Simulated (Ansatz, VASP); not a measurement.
# WSe2: VASP beside Ansatz

```xyz
3
Lattice="3.1980 0.0000 0.0000 -1.5990 2.7695 0.0000 0.0000 0.0000 32.7374" Properties=species:S:1:pos:R:3 pbc="T T T"
Se    0.0000    1.8464   14.7717
Se    0.0000    1.8464   17.9657
W     1.5990    0.9232   16.3687
```

Alike in both runs: task single point; functional PBE; dispersion D3(BJ); k mesh 9 × 9 × 1; occupations gaussian, width 0.02 eV; no spin polarisation.

|  | VASP | Ansatz |
| --- | --- | --- |
| version | VASP 6.6.1 | Ansatz 0.2.0 |
| potentials or method | VASP PAW PBE potentials, release 64 (Se, W_sv), cutoff 520 eV | scalar-relativistic, plane waves, PAW |
| valence electrons in the cell | 26 | 46 |

Ansatz gave:

* gap on the k mesh at the Fermi level (eV): 1.77
* least direct gap on the mesh (eV): 1.77
* rms of the force components (eV/Å): 1.187

Task: What did VASP give for the same quantities?

Result: gap on the k mesh at the Fermi level (eV): 1.76; least direct gap on the mesh (eV): 1.76; rms of the force components (eV/Å): 1.222.

VASP's potentials hold 26 valence electrons a cell and Ansatz's 46, so a difference there can come from the potentials and not from the codes.

Neither program's run includes spin-orbit coupling.
